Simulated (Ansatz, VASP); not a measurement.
Ti: VASP beside Ansatz

```
Ti
1.0
     4.56737    0.00000    0.00000
    -2.28369    3.95546    0.00000
     0.00000    0.00000    2.82624
Ti
3
Direct
  0.66667 0.33333 0.50000
  0.33333 0.66667 0.50000
  0.00000 0.00000 0.00000
```

Alike in both runs: task relaxation of cell and atoms; functional PBEsol; k mesh 7 × 7 × 9; occupations fermi-dirac, width 0.05 eV; no spin polarisation.

|  | VASP | Ansatz |
| --- | --- | --- |
| version | VASP 6.6.1 | Ansatz 0.2.0 |
| potentials or method | VASP PAW PBE potentials, release 64 (Ti_sv), cutoff 600 eV | all-electron LAPW, scalar-relativistic |

Ansatz gave:

- relaxed volume (Å³/atom): 16.47
- relaxed length of the cell vector where the two differ most in proportion (Å): 4.516

**Question.** Estimate VASP's values.

**Answer.** Relaxed volume (Å³/atom): 16.42; relaxed length of the cell vector where the two differ most in proportion (Å): 4.511.

VASP's potentials were made for PBE, not for PBEsol. Ansatz ran all-electron here, and VASP with PAW potentials.
